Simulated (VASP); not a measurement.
# Mg16Se3S13 (P1) in VASP: further runs

Mg16Se3S13 is run at these levels: PBEsol; tasks: single point, relaxation of volume and atoms at fixed shape.

All numbers are computed with VASP 6.6.1; they aren't measurements. Logs are shortened: lines on timing, memory, paths and dates and some standing lists are left out, and cuts for length are marked.

**1. The cell of the first run**

The typed cell holds 64 atoms: a = 10.469 Å, b = 10.469 Å, c = 10.469 Å, α = 90.00°, β = 90.00°, γ = 90.00°.

**2. Single point, PBEsol**

File INCAR:

```
PREC     = Accurate       # precision mode
ENCUT    = 500            # plane-wave cutoff, eV
EDIFF    = 1E-6           # SCF threshold, eV
ISMEAR   = -1             # smearing method
SIGMA    = 0.05           # smearing width, eV
LREAL    = Auto         
LASPH    = T              # aspherical terms in the spheres
NELM     = 120            # most SCF steps
ALGO     = Normal         # electronic algorithm
ISIF     = 2              # what is computed and relaxed
LWAVE    = F              # write WAVECAR
LCHARG   = F              # write CHGCAR
GGA      = PS             # functional
ISYM     = -1           
NBANDS   = 166            # bands
GGA_COMPAT= F
```

File KPOINTS:

```
explicit points
1
Reciprocal
  0.25000000   0.25000000   0.25000000 1
```

File POSCAR:

```
Mg16Se3S13
1.0
   10.4691335038      0.0000000000      0.0000000000
    0.0000000000     10.4691335038      0.0000000000
    0.0000000000      0.0000000000     10.4691335038
S Se Mg
26 6 32
Direct
    0.2506230000      0.0008490000      0.0000970000
    0.2507270000      0.0008380000      0.5002130000
    0.2500200000      0.4993770000      0.9994390000
    0.2500150000      0.4993840000      0.5008450000
    0.7497770000      0.5014570000      0.0000840000
    0.7499190000      0.5015430000      0.5002060000
    0.0024460000      0.2518470000      0.0009500000
    0.0024080000      0.2518910000      0.4993280000
    0.0001130000      0.7483990000      0.0001820000
    0.0000790000      0.7485070000      0.5003280000
    0.4974220000      0.2510790000      0.0001050000
    0.4975230000      0.2510640000      0.5002420000
    0.4998630000      0.7492110000      0.9994100000
    0.4998150000      0.7491640000      0.5009400000
    0.0015620000      0.0000130000      0.2501700000
    0.9997670000      0.4999130000      0.2500560000
    0.0005820000      0.5005910000      0.7501050000
    0.4980850000      0.9999920000      0.2502960000
    0.4971830000      0.9990790000      0.7503420000
    0.4997720000      0.4999670000      0.2502670000
    0.4988110000      0.5007230000      0.7502000000
    0.2499520000      0.2502060000      0.2502600000
    0.2506950000      0.2509110000      0.7501780000
    0.2506240000      0.7489290000      0.7502040000
    0.7498810000      0.7482360000      0.2503240000
    0.7490280000      0.7473790000      0.7503280000
    0.7492920000      0.9989610000      0.0009340000
    0.7493400000      0.9990280000      0.4999000000
    0.0013950000      0.9994270000      0.7502620000
    0.2498180000      0.7498480000      0.2501420000
    0.7497500000      0.2508290000      0.2502650000
    0.7493170000      0.2514070000      0.7503140000
    0.0062330000      0.0000880000      0.0056710000
    0.0063780000      0.0001750000      0.4947360000
    0.0012950000      0.5001530000      0.0011920000
    0.0013710000      0.5002670000      0.4987560000
    0.4937570000      0.0002060000      0.0015730000
    0.4938170000      0.0002220000      0.4989630000
    0.4985310000      0.5001230000      0.0004710000
    0.4985410000      0.5001410000      0.4999820000
    0.2499220000      0.2514160000      0.9989840000
    0.2499290000      0.2514000000      0.5014290000
    0.2499250000      0.7487510000      0.9948370000
    0.2499130000      0.7486910000      0.5054020000
    0.7500240000      0.2568180000      0.0002190000
    0.7500920000      0.2569080000      0.5003850000
    0.7499880000      0.7439530000      0.9991000000
    0.7498750000      0.7440200000      0.5015450000
    0.2509800000      0.0041590000      0.2500220000
    0.2545340000      0.9998170000      0.7500310000
    0.2500500000      0.4959450000      0.2500410000
    0.2508680000      0.5001280000      0.7500980000
    0.7483170000      0.9939950000      0.2504500000
    0.7433240000      0.9926890000      0.7504200000
    0.7495800000      0.5048100000      0.2501280000
    0.7482920000      0.5054250000      0.7500180000
    0.0050940000      0.2511450000      0.2501110000
    0.0062320000      0.2553690000      0.7501760000
    0.9957500000      0.7487510000      0.2502130000
    0.0000810000      0.7447130000      0.7501380000
    0.4947010000      0.2500900000      0.2501500000
    0.4940710000      0.2511090000      0.7501540000
    0.5038520000      0.7497590000      0.2501220000
    0.4995760000      0.7486910000      0.7500900000
```

Potentials or basis: VASP PAW PBE potentials, release 64 (S, Se, Mg).

Started as:

```sh
$ cat potpaw_PBE.64/S/POTCAR potpaw_PBE.64/Se/POTCAR potpaw_PBE.64/Mg/POTCAR > POTCAR
$ mpirun -np 1 vasp_std > vasp.out
```

OUTCAR:

```text
PREC = Accurate
   ENCUT = 500
   EDIFF = 1E-6
   ISMEAR = -1
   LREAL = Auto
   LASPH = T
   NELM = 120
   ISIF = 2
   GGA = PS
   ISYM = -1

 ion  position               nearest neighbor table
   1  0.251  0.001  0.000-  37 2.55  33 2.56  49 2.62  50 2.62  41 2.62  43 2.64
   2  0.251  0.001  0.500-  38 2.54  34 2.56  50 2.62  49 2.62  42 2.62  44 2.64
   3  0.250  0.499  0.999-  41 2.60  39 2.60  35 2.60  52 2.61  43 2.61  51 2.62
   4  0.250  0.499  0.501-  42 2.60  40 2.60  36 2.60  52 2.61  44 2.61  51 2.63
   5  0.750  0.501  0.000-  47 2.54  45 2.56  55 2.62  56 2.62  39 2.63  35 2.63
   6  0.750  0.502  0.500-  48 2.54  46 2.56  56 2.62  55 2.62  40 2.63  36 2.63
[... 24 lines left out ...]
  31  0.750  0.251  0.250-  45 2.62  46 2.62  55 2.66  61 2.67  57 2.67  53 2.69
  32  0.749  0.251  0.750-  45 2.62  46 2.62  56 2.66  62 2.67  58 2.69  54 2.71
  33  0.006  0.000  0.006-   1 2.56  15 2.56   9 2.64   7 2.64  29 2.67  27 2.69  49 3.62
  34  0.006  0.000  0.495-   2 2.56  15 2.56   8 2.64  10 2.64  29 2.68  28 2.69  49 3.62
  35  0.001  0.500  0.001-   9 2.60   7 2.60   3 2.60  16 2.61  17 2.63   5 2.63
  36  0.001  0.500  0.499-  10 2.60   8 2.60   4 2.60  16 2.60  17 2.63   6 2.63
  37  0.494  0.000  0.002-   1 2.55  18 2.60  11 2.63  13 2.63  19 2.63  27 2.68  50 3.63  49 3.64

  38  0.494  0.000  0.499-   2 2.54  18 2.60  12 2.63  14 2.63  19 2.63  28 2.68  50 3.63  49 3.64

  39  0.499  0.500  0.000-   3 2.60  11 2.61  13 2.61  20 2.62  21 2.62   5 2.63
  40  0.499  0.500  0.500-   4 2.60  14 2.61  12 2.61  20 2.61  21 2.62   6 2.63
  41  0.250  0.251  0.999-   7 2.59  11 2.59   3 2.60  23 2.60   1 2.62  22 2.63  58 3.65  62 3.65

  42  0.250  0.251  0.501-   8 2.59  12 2.59   4 2.60  23 2.60   2 2.62  22 2.63  58 3.65  62 3.65

  43  0.250  0.749  0.995-  24 2.56   3 2.61   9 2.62  13 2.62   1 2.64  30 2.67  52 3.65
  44  0.250  0.749  0.505-  24 2.56   4 2.61  10 2.62  14 2.62   2 2.64  30 2.67  52 3.65
  45  0.750  0.257  0.000-   5 2.56  32 2.62  31 2.62   7 2.64  11 2.65  27 2.70
  46  0.750  0.257  0.500-   6 2.56  32 2.62  31 2.62   8 2.64  12 2.64  28 2.70
  47  0.750  0.744  0.999-   5 2.54  26 2.60   9 2.62  13 2.62  25 2.63  27 2.67  56 3.61  55 3.63

  48  0.750  0.744  0.502-   6 2.54  26 2.60  14 2.62  10 2.62  25 2.63  28 2.67  56 3.61  55 3.63

  49  0.251  0.004  0.250-  22 2.58  18 2.59  15 2.61   1 2.62   2 2.62  30 2.66  33 3.62  34 3.62
                            61 3.62  37 3.64  38 3.64  57 3.65
  50  0.255  1.000  0.750-  19 2.54   2 2.62   1 2.62  24 2.63  23 2.63  29 2.65  38 3.63  37 3.63
                            62 3.63
  51  0.250  0.496  0.250-  22 2.57  20 2.61  16 2.62   3 2.62   4 2.63  30 2.66  57 3.63  61 3.63

  52  0.251  0.500  0.750-  21 2.60  24 2.60  23 2.61   4 2.61   3 2.61  17 2.62  58 3.62  62 3.64
                            44 3.65  43 3.65
  53  0.748  0.994  0.250-  25 2.57  28 2.61  27 2.61  18 2.62  15 2.65  31 2.69  63 3.62  59 3.65

  54  0.743  0.993  0.750-  26 2.57  19 2.58  27 2.62  28 2.62  29 2.70  32 2.71  64 3.61
  55  0.750  0.505  0.250-  25 2.55  20 2.62   5 2.62   6 2.62  16 2.62  31 2.66  59 3.63  47 3.63
                            63 3.63  48 3.63
  56  0.748  0.505  0.750-  26 2.53  21 2.61   6 2.62   5 2.62  17 2.64  32 2.66  48 3.61  47 3.61
                            60 3.64  64 3.64
  57  0.005  0.251  0.250-  22 2.56  16 2.60   7 2.61   8 2.61  15 2.63  31 2.67  51 3.63  49 3.65

  58  0.006  0.255  0.750-  23 2.56  17 2.57   7 2.63   8 2.63  29 2.68  32 2.69  52 3.62  42 3.65
                            41 3.65
  59  0.996  0.749  0.250-  25 2.57  16 2.61   9 2.62  10 2.62  15 2.63  30 2.66  55 3.63  53 3.65

  60  0.000  0.745  0.750-  17 2.56  10 2.62   9 2.62  24 2.62  26 2.63  29 2.67  56 3.64
  61  0.495  0.250  0.250-  22 2.56  20 2.62  11 2.62  12 2.62  18 2.62  31 2.67  49 3.62  51 3.63

  62  0.494  0.251  0.750-  23 2.55  21 2.61  12 2.62  11 2.62  19 2.64  32 2.67  50 3.63  52 3.64
                            42 3.65  41 3.65
[... 41 lines left out ...]
   TEBEG  =    0.0;   TEEND  =   0.0 temperature during run
   PSTRESS=    0.0 pullay stress
   NELECT =     256.0000    total number of electrons
   NUPDOWN=      -1.0000    fix difference up-down
   EMIN   =  10.00;   EMAX   =-10.00  energy-range for DOS
   EFERMI =   0.00;   METHOD = LEGACY
   ISMEAR =    -1;   SIGMA  =   0.05  broadening in eV -4-tet -1-fermi 0-gaus
   EFERMI_NEDOS =   21; number of points for ismear=-14 and -15
   IALGO  =     38    algorithm
   IMIX   =      4    mixing-type and parameters
     AMIX     =   0.40;   BMIX     =  1.00
     AMIX_MAG =   1.60;   BMIX_MAG =  1.00
  volume/ion in A,a.u.               =      17.93       120.99
  Fermi-wavevector in a.u.,A,eV,Ry     =   0.992912  1.876332 13.413633  0.985874
  Thomas-Fermi vector in A             =   2.124757
   LORBIT       =      0    0 simple, 1 ext, 2 COOP (PROOUT), +10 PAW based schemes
   GGA     = PS    functional components
   LHFCALC =     F    Hartree Fock is set to
   AEXX    =    0.0000 exact exchange contribution
   IVDW    =     0    specifies the selected vdW correction
   LEPSILON=     F    determine dielectric tensor
   LRPA    =     F    only Hartree local field effects (RPA)
 non-spin polarized calculation
  energy-cutoff  :      500.00
  volume of cell :     1147.45
 maximum number of plane-waves:     29128
 NGX is ok and might be reduce to    80
   NGX = 39   NGY = 39   NGZ = 39

 number of electron     256.0000041 magnetization

 Free energy of the ion-electron system (eV)
  ---------------------------------------------------
  ext. energy  EPLUGINS =         0.00000000
  ---------------------------------------------------
  free energy    TOTEN  =      -284.04468367 eV

  energy without entropy =     -284.04468367  energy(sigma->0) =     -284.04468367

 E-fermi :   4.8735     XC(G=0):  -9.8313

 val. band max:        3.6413521882   @ k =   0.2500   0.2500   0.2500
 cond. band min:       6.7515605660   @ k =   0.2500   0.2500   0.2500
 fundamental gap:      3.1102083777
 Fermi energy:         4.8735240456

 k-point     1 :       0.2500    0.2500    0.2500
  band No.  band energies     occupation
      1      -9.0039      2.00000
      2      -8.6429      2.00000
      3      -8.6325      2.00000
      4      -8.6215      2.00000
      5      -8.3344      2.00000
      6      -8.3202      2.00000
[... 132 lines left out ...]
    139       8.1248      0.00000
    140       8.1400      0.00000
 [bands above 140 left out]

------------------------ aborting loop because EDIFF is reached ----------------------------------------

  FORCE on cell =-STRESS in cart. coord.  units (eV):
  Direction    XX          YY          ZZ          XY          YZ          ZX
  --------------------------------------------------------------------------------------
  -------------------------------------------------------------------------------------
  Total       -1.3077563     -1.2352010     -0.8133081     -2.8391983     -2.9276768     -2.9204973
  in kB       -1.8260185     -1.7247097     -1.1356212     -3.9643692     -4.0879116     -4.0778869
  external PRESSURE =      -1.5621165 kB  Pullay stress =       0.0000000 kB

 VOLUME and BASIS-vectors are now :
 -----------------------------------------------------------------------------
  energy-cutoff  :      500.00
  volume of cell :     1147.45
      direct lattice vectors                 reciprocal lattice vectors
    10.469133504  0.000000000  0.000000000     0.095518889  0.000000000  0.000000000
     0.000000000 10.469133504  0.000000000     0.000000000  0.095518889  0.000000000
     0.000000000  0.000000000 10.469133504     0.000000000  0.000000000  0.095518889

 POSITION                                       TOTAL-FORCE (eV/Angst)
 -----------------------------------------------------------------------------------
      2.62381      0.00889      0.00102         0.001865      0.001103      0.000926
      2.62489      0.00877      5.23680         0.000084     -0.000551     -0.001791
      2.61749      5.22804     10.46326        -0.003696      0.005252     -0.003442
      2.61744      5.22812      5.24341        -0.003566      0.002267      0.000842
      7.84952      5.24982      0.00088        -0.001279      0.005173      0.007295
      7.85100      5.25072      5.23672        -0.003970      0.004307     -0.003204
[... 56 lines left out ...]
      5.27489      7.84933      2.61856         0.005647     -0.001400     -0.000016
      5.23013      7.83815      7.85279         0.000456     -0.001358      0.003960
 -----------------------------------------------------------------------------------
    total drift:                               -0.001815     -0.008545      0.017401

  FREE ENERGIE OF THE ION-ELECTRON SYSTEM (eV)
  ---------------------------------------------------
  free  energy   TOTEN  =      -284.0446836693 eV

  energy  without entropy=     -284.0446836692  energy(sigma->0) =     -284.04468367
```

Run time: 6.1 min. Hardware: 1 thread of Intel Xeon Platinum 8259CL at 2.50GHz (Skylake/Cascade Lake), shared host; peak memory 0.99 GiB.

What came out:

- Free energy: -284.0447 eV
- Pressure: -0.2 GPa
- Largest force: 0.015 eV/Å
- Band gap on the k mesh: 3.11 eV

Forces in eV/Å, atoms in the order of the input:
```
S    0.002  0.001  0.001
S    0.000 -0.001 -0.002
S   -0.004  0.005 -0.003
S   -0.004  0.002  0.001
S   -0.001  0.005  0.007
S   -0.004  0.004 -0.003
S   -0.001 -0.002  0.003
S    0.001 -0.004 -0.004
S   -0.007 -0.011  0.001
S   -0.006 -0.010 -0.004
S    0.000 -0.006  0.007
S   -0.002 -0.002 -0.001
S    0.000 -0.001  0.001
S    0.000  0.003  0.003
S    0.000 -0.002  0.002
S    0.006  0.008 -0.001
S    0.005  0.005 -0.002
S    0.000 -0.003  0.000
S    0.013 -0.002 -0.004
S    0.001  0.005 -0.004
S    0.000  0.006 -0.002
S    0.002  0.000 -0.005
S   -0.001  0.001 -0.002
S    0.006  0.001 -0.003
S   -0.006  0.001  0.000
S   -0.001  0.009 -0.003
Se   0.000  0.001  0.001
Se   0.001 -0.004  0.002
Se  -0.008 -0.004 -0.007
Se   0.002  0.000  0.004
Se   0.002 -0.001 -0.002
Se  -0.001 -0.005 -0.007
Mg   0.013  0.005  0.005
Mg   0.009  0.005 -0.003
Mg   0.001 -0.002  0.005
Mg   0.000 -0.006  0.004
Mg  -0.009  0.001  0.001
Mg  -0.009  0.001 -0.001
Mg  -0.001 -0.001 -0.004
Mg  -0.002 -0.004  0.000
Mg   0.000 -0.001 -0.003
Mg   0.001  0.001  0.002
Mg   0.000 -0.004 -0.003
Mg  -0.001 -0.003  0.007
Mg   0.002  0.012 -0.004
Mg   0.002  0.010  0.002
Mg   0.002 -0.004 -0.009
Mg   0.006 -0.003  0.006
Mg   0.000  0.006  0.004
Mg   0.006  0.001  0.005
Mg  -0.002 -0.007  0.003
Mg   0.001 -0.003  0.001
Mg  -0.001 -0.002 -0.004
Mg  -0.003 -0.009 -0.002
Mg   0.000  0.000  0.000
Mg   0.000  0.001  0.005
Mg   0.001  0.002  0.002
Mg   0.004  0.006 -0.002
Mg  -0.005 -0.001  0.000
Mg  -0.007 -0.002  0.004
Mg  -0.003  0.002  0.002
Mg  -0.008  0.005  0.001
Mg   0.006 -0.001  0.000
Mg   0.000 -0.001  0.004
```

Caveat: the PAW data sets were made with another functional, which shifts forces and pressure a little; a shifted mesh leaves out Γ, where band edges can lie. A k mesh can miss the band edges.

(Continued in part 2 of 2.)
